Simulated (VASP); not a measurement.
Runs of VASP 6.6.1 on V2Br. The structure is that of space group P6/mmm (No. 191), or close to it. The cells are those of the table. 

```tsv
task	spin	cell	k mesh	cutoff (eV)	gap on the mesh (eV)	pressure (GPa)	relaxed volume (Å³/atom)
relaxation of cell and atoms	off	relaxed from a = 3.817, b = 3.817, c = 4.121 Å, angles 90.0, 90.0, 120.0°, 3 atoms	6 × 6 × 4	600	none	-0.2	(b)
relaxation of cell and atoms	off	relaxed from a = 4.374, b = 4.374, c = 2.925 Å, angles 90.0, 90.0, 120.0°, 3 atoms	12 × 12 × 16	600	none	0.1	16.20
single point	off	a = 4.381, b = 4.381, c = 2.922 Å, angles 90.0, 90.0, 120.0°, 3 atoms	12 × 12 × 16	520	none	(a)	-
single point	off	a = 4.374, b = 4.374, c = 2.925 Å, angles 90.0, 90.0, 120.0°, 3 atoms	6 × 6 × 6	520	none	0.1	-
single point	off	a = 4.373, b = 4.373, c = 2.935 Å, angles 90.0, 90.0, 120.0°, 3 atoms	6 × 6 × 4	520	none	0.1	-
relaxation of cell and atoms	off	relaxed from a = 4.373, b = 4.373, c = 2.935 Å, angles 90.0, 90.0, 120.0°, 3 atoms	6 × 6 × 6	600	none	0.2	16.14
single point	collinear, ferromagnetic start	a = 3.817, b = 3.817, c = 4.121 Å, angles 90.0, 90.0, 120.0°, 3 atoms	6 × 6 × 4	520	none	5.2	-
```

Alike in all rows: level PBE; potentials or basis VASP PAW PBE potentials, release 64 (V_sv, Br); smearing gaussian 0.1 eV.

Problem. Estimate the missing entries.

Solution. (a) 0.0; (b) 16.23.

Caveats: some runs use coarse meshes; a cell axis changed by over 15 % at a fixed basis, so the end point is rough (at least some runs); the highest band is partly filled, so the run has too few bands (at least some runs); the moments typed at the start vanished in this run (at least some runs).

A k mesh can miss the band edges, and the runs leave out spin-orbit coupling on Br.

A gap of «none» marks levels without a gap at the run's occupations.
